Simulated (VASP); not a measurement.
# NiO in VASP: further runs, part 2 of 3

VASP 6.6.1.

## (3) Single point, PBE

This run uses another cell than the first one, of 11.74 Å³/atom, 1.035 times its volume.

INCAR

```
PREC = Accurate ; ENCUT = 520
EDIFF = 1E-6 ; ISMEAR = 0
SIGMA = 0.1 ; LREAL = False
LASPH = True ; NELM = 80
ALGO = Normal ; ISIF = 2
LWAVE = False ; LCHARG = True
GGA = PE ; LELF = True
LVHAR = True ; NBANDS = 24
```

KPOINTS

```
regular mesh
0
Gamma
  6 6 4
```

POSCAR

```
NiO
1.0
    3.5957334639      0.0000000000      0.0123167556
    0.0000000000      2.6429907451      0.0000000000
   -0.0379813296      0.0000000000      4.9395995310
Ni O
2 2
Direct
    0.0000000000      0.0000000000      0.0000000000
    0.0000000000      0.0000000000      0.5000000000
    0.8273803888      0.5000000000      0.2494869475
    0.1726196112      0.5000000000      0.7505130525
```

Potentials or basis: VASP PAW PBE potentials, release 64 (Ni, O).

Started as:

```
> cat potpaw_PBE.64/Ni/POTCAR potpaw_PBE.64/O/POTCAR > POTCAR
> mpirun -np 1 vasp_std > vasp.out
```

OUTCAR:

```text
PREC = Accurate
   ENCUT = 520
   EDIFF = 1E-6
   ISMEAR = 0
   LREAL = False
   LASPH = True
   NELM = 80
   ISIF = 2
   GGA = PE

 ion  position               nearest neighbor table
   1  0.000  0.000  0.000-   3 1.91   4 1.91   3 1.91   4 1.91   2 2.47   2 2.47
   2  0.000  0.000  0.500-   3 1.91   4 1.91   3 1.91   4 1.91   1 2.47   1 2.47
   3  0.827  0.500  0.249-   2 1.91   2 1.91   1 1.91   1 1.91
   4  0.173  0.500  0.751-   2 1.91   2 1.91   1 1.91   1 1.91

  LATTYP: Found a simple monoclinic cell.
 ALAT       =     3.5957545586
 B/A-ratio  =     0.7350309099
 C/A-ratio  =     1.3737716161
 COS(beta)  =    -0.0042636200

  Lattice vectors:

 A1 = (   3.5957334639,   0.0000000000,   0.0123167556)
 A2 = (   0.0000000000,   2.6429907451,   0.0000000000)
 A3 = (  -0.0379813296,   0.0000000000,   4.9395995310)

Analysis of symmetry for initial positions (statically):
=====================================================================
 Subroutine PRICEL returns:
 Original cell was already a primitive cell.

 Routine SETGRP: Setting up the symmetry group for a
 simple monoclinic supercell.

 Subroutine GETGRP returns: Found  4 space group operations
 (whereof  4 operations were pure point group operations)
 out of a pool of  4 trial point group operations.

The static configuration has the point symmetry C_2h.

Analysis of symmetry for dynamics (positions and initial velocities):
=====================================================================
 Subroutine PRICEL returns:
 Original cell was already a primitive cell.

 Routine SETGRP: Setting up the symmetry group for a
 simple monoclinic supercell.

 Subroutine GETGRP returns: Found  4 space group operations
 (whereof  4 operations were pure point group operations)
 out of a pool of  4 trial point group operations.

The dynamic configuration has the point symmetry C_2h.

 Subroutine INISYM returns: Found  4 space group operations
 (whereof  4 operations are pure point group operations),
 and found     1 'primitive' translations

----------------------------------------------------------------------------------------

                                     Primitive cell

  volume of cell :      46.9447

  direct lattice vectors                    reciprocal lattice vectors
     3.595733464  0.000000000  0.012316756     0.278100052  0.000000000  0.002138353
     0.000000000  2.642990745  0.000000000     0.000000000  0.378359251  0.000000000
    -0.037981330  0.000000000  4.939599531    -0.000693435  0.000000000  0.202440229

  length of vectors
     3.595754559  2.642990745  4.939745551     0.278108273  0.378359251  0.202441417

  position of ions in fractional coordinates (direct lattice)
     0.000000000  0.000000000  0.000000000
     0.000000000  0.000000000  0.500000000
     0.827380389  0.500000000  0.249486948
     0.172619611  0.500000000  0.750513052

  ion indices of the primitive-cell ions
   primitive index   ion index
                 1           1
                 2           2
                 3           3
                 4           4

----------------------------------------------------------------------------------------

 KPOINTS: regular mesh

Automatic generation of k-mesh.
 Grid dimensions read from file:
 generate k-points for:    6    6    4

 Generating k-lattice:

  Cartesian coordinates                     Fractional coordinates (reciprocal lattice)
     0.046350009  0.000000000  0.000356392     0.166666667  0.000000000  0.000000000
     0.000000000  0.063059875  0.000000000     0.000000000  0.166666667  0.000000000
    -0.000173359  0.000000000  0.050610057     0.000000000  0.000000000  0.250000000

  Length of vectors
     0.046351379  0.063059875  0.050610354

  Shift w.r.t. Gamma in fractional coordinates (k-lattice)
     0.000000000  0.000000000  0.000000000

 Subroutine IBZKPT returns following result:
 ===========================================

 Found     56 irreducible k-points:

 Following reciprocal coordinates:
            Coordinates               Weight
  0.000000  0.000000  0.000000      1.000000
  0.166667  0.000000  0.000000      2.000000
  0.333333  0.000000  0.000000      2.000000
  0.500000  0.000000  0.000000      1.000000
  0.000000  0.166667  0.000000      2.000000
  0.166667  0.166667  0.000000      4.000000
[... 16 lines left out ...]
  0.000000  0.166667  0.250000      4.000000
  0.166667  0.166667  0.250000      4.000000
 [... further k-points ...]
   k-points           NKPTS =     56   k-points in BZ     NKDIM =     56   number of bands    NBANDS=     24
   number of dos      NEDOS =    301   number of ions     NIONS =      4
   total plane-waves  NPLWV =  22400
   dimension x,y,z NGX =    28 NGY =   20 NGZ =   40
   dimension x,y,z NGXF=    56 NGYF=   40 NGZF=   80
   ions per type =               2   2
   NGX,Y,Z   is equivalent  to a cutoff of  12.95, 12.58, 13.46 a.u.
   NGXF,Y,Z  is equivalent  to a cutoff of  25.89, 25.16, 26.92 a.u.
 SYSTEM =  unknown system
   PREC   = accura    normal or accurate (medium, high low for compatibility)
   ISTART =      0    job   : 0-new  1-cont  2-samecut
   ICHARG =      2    charge: 1-file 2-atom 10-const
   ISPIN  =      1    spin polarized calculation?
   LNONCOLLINEAR =      F non collinear calculations
   LSORBIT =      F    spin-orbit coupling
   LASPH  =      T    aspherical Exc in radial PAW
   ENCUT  =  520.0 eV  38.22 Ry    6.18 a.u.   6.69  4.91  9.18*2*pi/ulx,y,z
   NELM   =     80;   NELMIN=  2; NELMDL= -5     # of ELM steps
   EDIFF  = 0.1E-05   stopping-criterion for ELM
   LREAL  =      F    real-space projection
   EDIFFG = 0.1E-04   stopping-criterion for IOM
   NSW    =      0    number of steps for IOM
   IBRION =     -1    ionic relax: 0-MD 1-quasi-New 2-CG
   NFREE  =      0    steps in history (QN), initial steepest desc. (CG)
   ISIF   =      2    stress and relaxation
   ISYM   =      2    0-nonsym 1-usesym 2-fastsym
   POTIM  = 0.5000    time-step for ionic-motion
   TEBEG  =    0.0;   TEEND  =   0.0 temperature during run
   PSTRESS=    0.0 pullay stress
   NELECT =      32.0000    total number of electrons
   NUPDOWN=      -1.0000    fix difference up-down
   EMIN   =  10.00;   EMAX   =-10.00  energy-range for DOS
   EFERMI =   0.00;   METHOD = LEGACY
   ISMEAR =     0;   SIGMA  =   0.10  broadening in eV -4-tet -1-fermi 0-gaus
   EFERMI_NEDOS =   21; number of points for ismear=-14 and -15
   IALGO  =     38    algorithm
   IMIX   =      4    mixing-type and parameters
     AMIX     =   0.40;   BMIX     =  1.00
     AMIX_MAG =   1.60;   BMIX_MAG =  1.00
  volume/ion in A,a.u.               =      11.74        79.20
  Fermi-wavevector in a.u.,A,eV,Ry     =   1.440775  2.722669 28.243403  2.075832
  Thomas-Fermi vector in A             =   2.559481
   LORBIT       =      0    0 simple, 1 ext, 2 COOP (PROOUT), +10 PAW based schemes
   GGA     = PE    functional components
   LHFCALC =     F    Hartree Fock is set to
   AEXX    =    0.0000 exact exchange contribution
   IVDW    =     0    specifies the selected vdW correction
   LEPSILON=     F    determine dielectric tensor
   LRPA    =     F    only Hartree local field effects (RPA)
 non-spin polarized calculation
 Gauss-broadening in eV      SIGMA  =   0.10
  energy-cutoff  :      520.00
  volume of cell :       46.94
 maximum number of plane-waves:      1284
   NGX = 13   NGY =  9   NGZ = 19

 number of electron      31.9999983 magnetization

 Free energy of the ion-electron system (eV)
  ---------------------------------------------------
  ext. energy  EPLUGINS =         0.00000000
  ---------------------------------------------------
  free energy    TOTEN  =       -22.97456949 eV

  energy without entropy =      -22.96385851  energy(sigma->0) =      -22.96921400

 E-fermi :   4.5213     XC(G=0): -10.7982

 val. band max:        4.5081534199   @ k =   0.3333   0.0000   0.0000
 cond. band min:       4.5546157846   @ k =   0.3333   0.0000   0.2500
 fundamental gap:      0.0464623647
 Fermi energy:         4.5212950298

 k-point     1 :       0.0000    0.0000    0.0000
  band No.  band energies     occupation
      1     -15.6093      2.00000
      2     -14.4638      2.00000
      3      -3.1709      2.00000
      4      -1.3867      2.00000
      5      -0.7039      2.00000
      6       0.9256      2.00000
[... 16 lines left out ...]
     23      17.6915      0.00000
     24      19.0263      0.00000
[... 598 lines left out ...]
      2     -14.5708      2.00000
      3      -2.4361      2.00000
      4      -1.3258      2.00000
      5      -1.0236      2.00000
      6      -0.5668      2.00000
[... 16 lines left out ...]
     23      17.8488      0.00000
     24      19.2444      0.00000

 [... further k-points ...]
[... 5 lines left out ...]
  --------------------------------------------------------------------------------------
  -------------------------------------------------------------------------------------
  Total        0.0661317      0.2272551      0.2602684      0.0000000      0.0000000      0.0033528
  in kB        2.2570115      7.7560036      8.8827146      0.0000000      0.0000000      0.1144281
  external PRESSURE =       6.2985766 kB  Pullay stress =       0.0000000 kB

 VOLUME and BASIS-vectors are now :
 -----------------------------------------------------------------------------
  energy-cutoff  :      520.00
  volume of cell :       46.94
      direct lattice vectors                 reciprocal lattice vectors
     3.595733464  0.000000000  0.012316756     0.278100052  0.000000000  0.002138353
     0.000000000  2.642990745  0.000000000     0.000000000  0.378359251  0.000000000
    -0.037981330  0.000000000  4.939599531    -0.000693435  0.000000000  0.202440229

 POSITION                                       TOTAL-FORCE (eV/Angst)
 -----------------------------------------------------------------------------------
      0.00000      0.00000      0.00000        -0.000000      0.000000      0.000000
     -0.01899      0.00000      2.46980        -0.000000      0.000000      0.000000
      2.96556      1.32150      1.24256        -0.032605      0.000000      0.000050
      0.59219      1.32150      3.70936         0.032605      0.000000     -0.000050
 -----------------------------------------------------------------------------------
    total drift:                               -0.000000     -0.000000      0.000000

  FREE ENERGIE OF THE ION-ELECTRON SYSTEM (eV)
  ---------------------------------------------------
  free  energy   TOTEN  =       -22.9745694893 eV

  energy  without entropy=      -22.9638585078  energy(sigma->0) =      -22.96921400
```

Wall time 98 s (1 thread of AMD EPYC 7R13 (Zen 3), shared host); peak memory 0.16 GiB.

What came out:

```
Free energy            : -22.9746 eV
Pressure               : 0.6 GPa
Largest force          : 0.033 eV/Å
Band gap on the k mesh : zero (band 16 reaches 4.63 eV, above the bottom of band 17 at 4.55 eV)
```

Forces in eV/Å, atoms in the order of the input:
```
Ni   0.000  0.000  0.000
Ni   0.000  0.000  0.000
O   -0.033  0.000  0.000
O    0.033  0.000  0.000
```

Levels at points of the mesh, in eV from the Fermi level:
| k point | band 13 | band 14 | band 15 | band 16 | band 17 | band 18 | band 19 | band 20 |
| --- | --- | --- | --- | --- | --- | --- | --- | --- |
| (0.00, 0.00, 0.00) | -0.98 | -0.97 | -0.67 | 0.11 | 0.21 | 2.28 | 2.67 | 4.81 |
| (0.50, 0.00, 0.00) | -1.03 | -0.70 | -0.62 | -0.03 | 0.34 | 2.28 | 5.02 | 5.43 |
| (0.00, 0.50, 0.00) | -1.02 | -0.73 | -0.65 | -0.46 | 0.81 | 2.22 | 7.11 | 7.99 |
| (0.50, 0.50, 0.00) | -0.83 | -0.53 | -0.46 | -0.36 | 0.80 | 2.15 | 4.61 | 8.97 |
| (0.00, 0.00, 0.50) | -0.83 | -0.83 | -0.24 | -0.24 | 0.79 | 0.79 | 4.55 | 4.57 |
| (0.50, 0.00, 0.50) | -0.79 | -0.79 | -0.32 | -0.31 | 0.81 | 0.81 | 5.86 | 5.90 |
| (0.00, 0.50, 0.50) | -0.75 | -0.75 | -0.63 | -0.63 | 1.06 | 1.06 | 7.14 | 7.17 |
| (0.50, 0.50, 0.50) | -0.63 | -0.63 | -0.39 | -0.39 | 1.21 | 1.21 | 5.58 | 5.61 |

Caveat: the k points lie up to 0.40 Å⁻¹ apart; the run has no spin polarisation, though such a crystal can be magnetic; semilocal functionals often make such compounds metallic where correlation or magnetic order opens a gap, which also shifts bond lengths. With open d or f shells a metallic result of PBE can be an artefact of self-interaction; +U or a hybrid may open a gap.

## (4) Relaxation of cell and atoms, PBE

INCAR

```
PREC = Accurate
ENCUT = 600
EDIFF = 1E-7
ISMEAR = 0
SIGMA = 0.1
LREAL = False
LASPH = True
NELM = 80
ALGO = Normal
ISIF = 3
LWAVE = False
LCHARG = False
GGA = PE
IBRION = 2
NSW = 90
EDIFFG = -0.04
```

KPOINTS

```
Automatic mesh
0
Gamma
  6 6 4
```

POSCAR

```
NiO
1.0
    3.4253685993      0.0000000000      0.0000000000
    0.0000000000      2.6459063291      0.0000000000
   -0.0533217743      0.0000000000      5.0038205324
Ni O
2 2
Direct
    0.0000000000      0.0000000000      0.0000000000
    0.0000000000      0.0000000000      0.5000000000
    0.8295059745      0.5000000000      0.2488150590
    0.1704940255      0.5000000000      0.7511849410
```

Started as:

```
> cat potpaw_PBE.64/Ni/POTCAR potpaw_PBE.64/O/POTCAR > POTCAR
> mpirun -np 1 vasp_std > vasp.out
```

Run time: 10 min. Hardware: 1 thread of AMD EPYC 7R13 (Zen 3), shared host; peak memory 0.17 GiB.

The run converged. Its results:

```
Free energy                            : -22.9748 eV
Relaxed volume                         : 11.47 Å³/atom
Relaxed cell                           : a = 3.506 Å, b = 2.646 Å, c = 4.944 Å, α = 90.00°, β = 90.47°, γ = 90.00°
Space group after relaxing (to 0.05 Å) : P2/m (No. 10)
Energy gained by relaxing              : 1.2 meV/atom
Ionic steps                            : 9
Pressure after relaxing                : 0.4 GPa
Largest force after relaxing           : 0.006 eV/Å
Band gap on the k mesh                 : zero (band 16 reaches 4.87 eV, above the bottom of band 17 at 4.79 eV)
```

Forces on the atoms (eV/Å):
```
Ni   0.000  0.000  0.000
Ni   0.000  0.000  0.000
O   -0.004  0.000  0.004
O    0.004  0.000 -0.004
```

Stress tensor (GPa, compression positive):
```
0.34 0.00 0.02
0.00 0.23 0.00
0.02 0.00 0.51
```

The path:
```
step  energy change (eV)  largest force (eV/Å)  pressure (GPa)  volume (Å³)
   1              0.0000                0.0710            0.53        45.35
   2             -0.0007                0.0179           -0.39        45.60
   3             -0.0007                0.0215           -0.36        45.58
   4             -0.0014                0.0188           -0.31        45.62
   5             -0.0032                0.0094           -0.25        45.74
   6             -0.0042                0.0253           -0.12        45.96
   7             -0.0043                0.0169           -0.15        45.91
   8             -0.0046                0.0105            0.58        45.84
   9             -0.0047                0.0056            0.36        45.86
```

Final structure:
```xyz
4
Lattice="3.5058 0.0000 0.0049 0.0000 2.6459 0.0000 -0.0473 0.0000 4.9441" Properties=species:S:1:pos:R:3 pbc="T T T"
Ni    0.0000    0.0000    0.0000
Ni   -0.0237    0.0000    2.4720
O     2.8723    1.3230    1.2350
O     0.5861    1.3230    3.7140
```

Levels at points of the mesh, in eV from the Fermi level:
```tsv
k point	band 12	band 13	band 14	band 15	band 16	band 17	band 18	band 19	band 20
(0.00, 0.00, 0.00)	-1.56	-1.00	-0.97	-0.67	0.11	0.20	2.27	2.68	4.85
(0.50, 0.00, 0.00)	-1.29	-1.04	-0.71	-0.59	-0.04	0.35	2.26	5.17	5.60
(0.00, 0.50, 0.00)	-1.07	-1.04	-0.74	-0.66	-0.46	0.80	2.20	7.14	7.87
(0.50, 0.50, 0.00)	-0.90	-0.82	-0.51	-0.46	-0.32	0.79	2.13	4.54	8.95
(0.00, 0.00, 0.50)	-1.53	-0.82	-0.82	-0.24	-0.24	0.77	0.78	4.57	4.60
(0.50, 0.00, 0.50)	-0.88	-0.74	-0.73	-0.31	-0.31	0.80	0.80	5.90	5.98
(0.00, 0.50, 0.50)	-1.09	-0.76	-0.76	-0.64	-0.64	1.04	1.04	7.15	7.21
(0.50, 0.50, 0.50)	-0.76	-0.63	-0.62	-0.36	-0.36	1.20	1.21	5.51	5.55
```

Caveat: the k points lie up to 0.40 Å⁻¹ apart in the final cell; the run has no spin polarisation, though such a crystal can be magnetic; semilocal functionals often make such compounds metallic where correlation or magnetic order opens a gap, which also shifts bond lengths.

[end of part 2 of 3]
